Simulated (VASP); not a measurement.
Runs of VASP 6.6.1 on CaF2 (Fluorite). Symmetry: Fm-3m, No. 225, cubic system. The conventional cell has a = 5.439 Å, b = 5.439 Å, c = 5.439 Å, α = 90.00°, β = 90.00°, γ = 90.00°. Within 3.1 Å of Ca (site symmetry m-3m) lie 8 F at 2.36 Å. Within 3.1 Å of F (site symmetry -43m) lie 4 Ca at 2.36 Å and 6 F at 2.72 Å. 

```tsv
level	potentials or basis	k mesh	cutoff (eV)	gap on the mesh (eV)	pressure (GPa)
r2SCAN	VASP PAW PBE potentials, release 64 (Ca_sv, F)	6 × 6 × 6	660	8.03	0.4
PBE	VASP PAW PBE potentials, release 64 (Ca_sv, F)	6 × 6 × 6	600	7.36	(a)
LDA	VASP PAW LDA potentials, release 64 (Ca_sv, F)	4 × 4 × 4	600	6.98	-5.2
LDA	VASP PAW LDA potentials, release 64 (Ca_sv, F)	6 × 6 × 6	600	6.98	-5.2
```

Alike in all rows: task single point; no spin polarisation; cell as given; smearing gaussian 0.01 eV.

Fill in the values left out.

(a) 3.6.

Caveats: some runs use coarse meshes; the PAW data sets were made with another functional, which shifts forces and pressure a little (some runs).

A k mesh can miss the band edges.
